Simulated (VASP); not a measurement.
A run of VASP 6.6.1 is set up as follows.

The input INCAR:

```
ALGO = Normal
EDIFF = 1E-6
ENCUT = 520
GGA = RE
ISIF = 2
ISMEAR = -1
LASPH = True
LCHARG = False
LREAL = False
LWAVE = False
NBANDS = 33
NELM = 80
PREC = Accurate
SIGMA = 0.05
```

Contents of KPOINTS:

```
k-points
0
Gamma
  6 6 9
```

File POSCAR:

```
TaN
1.0
    5.1910000000      0.0000000000      0.0000000000
   -2.5955000000      4.4955378710      0.0000000000
    0.0000000000      0.0000000000      2.9080000000
Ta N
3 3
Direct
    0.6666666667      0.3333333333      0.5000000000
    0.3333333333      0.6666666667      0.5000000000
    0.0000000000      0.0000000000      0.0000000000
    0.0000000000      0.5000000000      0.0000000000
    0.5000000000      0.5000000000      0.0000000000
    0.5000000000      0.0000000000      0.0000000000
```

Potentials or basis: VASP PAW PBE potentials, release 64 (Ta_pv, N).

Command:

```bash
$ cat potpaw_PBE.64/Ta_pv/POTCAR potpaw_PBE.64/N/POTCAR > POTCAR
$ mpirun -np 1 vasp_std > vasp.out
```

**Question.** Predict the pressure.

**Answer.** 13.7 GPa.

**Question.** Predict the band gap on the k mesh.

**Answer.** Zero (band 24 reaches 9.10 eV, above the bottom of band 25 at 7.05 eV).

Stress tensor (GPa, compression positive):
```
12.59  0.00  0.00
 0.00 12.59  0.00
 0.00  0.00 15.81
```

Caveat: the PAW data sets were made with another functional, which shifts forces and pressure a little; spin-orbit coupling is left out, which moves the levels of the heavy elements.
